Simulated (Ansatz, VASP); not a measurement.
## KZnF3: VASP beside Ansatz

```
CELL_PARAMETERS angstrom
4.05000 0.00000 0.00000
0.00000 4.05000 0.00000
0.00000 0.00000 4.05000
ATOMIC_POSITIONS crystal
K 0.00000 0.00000 0.00000
Zn 0.50000 0.50000 0.50000
F 0.50000 0.50000 0.00000
F 0.00000 0.50000 0.50000
F 0.50000 0.00000 0.50000
```

Alike in both runs: task single point; functional LDA; k mesh 6 × 6 × 6; occupations gaussian, width 0.05 eV; no spin polarisation.

```csv
,VASP,Ansatz
version,VASP 6.6.1,Ansatz 0.2.0
potentials or method,"VASP PAW LDA potentials, release 64 (K_sv, Zn, F), cutoff 520 eV","scalar-relativistic, plane waves, PAW"
valence electrons in the cell,42,42
```

VASP gave:

* gap on the k mesh at the Fermi level (eV): 3.59
* least direct gap on the mesh (eV): 5.39
* pressure (GPa): -4.4

Question: What did Ansatz give for the same quantities?

Answer: gap on the k mesh at the Fermi level (eV): 3.63; least direct gap on the mesh (eV): 5.42; pressure (GPa): -4.8.

LDA's correlation is that of Perdew and Zunger in VASP and of Perdew and Wang (1992) in Ansatz.
